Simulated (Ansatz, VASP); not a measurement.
Two plane-wave programs on C

```xyz
2
Lattice="0.0000 1.7858 1.7858 1.7858 0.0000 1.7858 1.7858 1.7858 0.0000" Properties=species:S:1:pos:R:3 pbc="T T T"
C     0.0000    0.0000    0.0000
C     0.8929    0.8929    0.8929
```

Alike in both runs: functional PBE; k mesh 12 × 12 × 12; occupations gaussian, width 0.02 eV; no spin polarisation.

Ansatz relaxed the structure, and its values are those at the end. VASP's run is a single point on that final structure, the one shown.

|  | VASP | Ansatz |
| --- | --- | --- |
| version | VASP 6.6.1 | Ansatz 0.2.0 |
| potentials or method | VASP PAW PBE potentials, release 64 (C), cutoff 600 eV | scalar-relativistic, plane waves, PAW |
| valence electrons in the cell | 8 | 8 |

|  | VASP | Ansatz | Ansatz less VASP |
| --- | --- | --- | --- |
| gap on the k mesh at the Fermi level (eV) | 4.14 | 4.15 | +0.008 |
| least direct gap on the mesh (eV) | 5.58 | 5.58 | +0.004 |
| pressure (GPa) | 0.0 | 0.0 | +0.04 |

The functional is the same, so the differences come from potentials, cutoffs and numerics.
